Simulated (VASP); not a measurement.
A run of VASP 6.6.1 is set up as follows.

Contents of INCAR:

```
PREC     = Accurate       # precision mode
ENCUT    = 520            # plane-wave cutoff, eV
EDIFF    = 1E-6           # SCF threshold, eV
ISMEAR   = 0              # smearing method
SIGMA    = 0.15           # smearing width, eV
LREAL    = F              # projectors in reciprocal space
LASPH    = T              # aspherical terms in the spheres
NELM     = 80             # most SCF steps
ALGO     = Fast           # electronic algorithm
ISIF     = 2              # what is computed and relaxed
LWAVE    = F              # write WAVECAR
LCHARG   = T              # write CHGCAR
GGA      = PS             # functional
LELF     = T              # ELF
LVHAR    = T            
NBANDS   = 26             # bands
```

Contents of KPOINTS:

```
Automatic mesh
0
Gamma
  10 10 10
```

The input POSCAR:

```
Al2Cu
1.0
   -3.0864000000      3.0864000000      2.4862000000
    3.0864000000     -3.0864000000      2.4862000000
    3.0864000000      3.0864000000     -2.4862000000
Al Cu
4 2
Direct
    0.1593210787      0.6593210787      0.8186421574
    0.6593210787      0.8406789213      0.5000000000
    0.8406789213      0.3406789213      0.1813578426
    0.3406789213      0.1593210787      0.5000000000
    0.7500000000      0.7500000000      0.0000000000
    0.2500000000      0.2500000000      0.0000000000
```

Potentials or basis: VASP PAW PBE potentials, release 64 (Al, Cu).

Command:

```console
$ cat potpaw_PBE.64/Al/POTCAR potpaw_PBE.64/Cu/POTCAR > POTCAR
$ mpirun -np 1 vasp_std > vasp.out
```

Task: What does it give for the largest force?

Result: 0.049 eV/Å.

Task: What does it give for the pressure?

Result: -7.8 GPa.

Task: Estimate the band gap on the k mesh.

Result: Zero (bands 17 and 18 overlap by 4.17 eV).

Stress tensor (GPa, compression positive):
```
-7.75  0.00  0.00
 0.00 -7.75  0.00
 0.00  0.00 -7.83
```

Caveat: the cell stands under tension; the PAW data sets were made with another functional, which shifts forces and pressure a little.
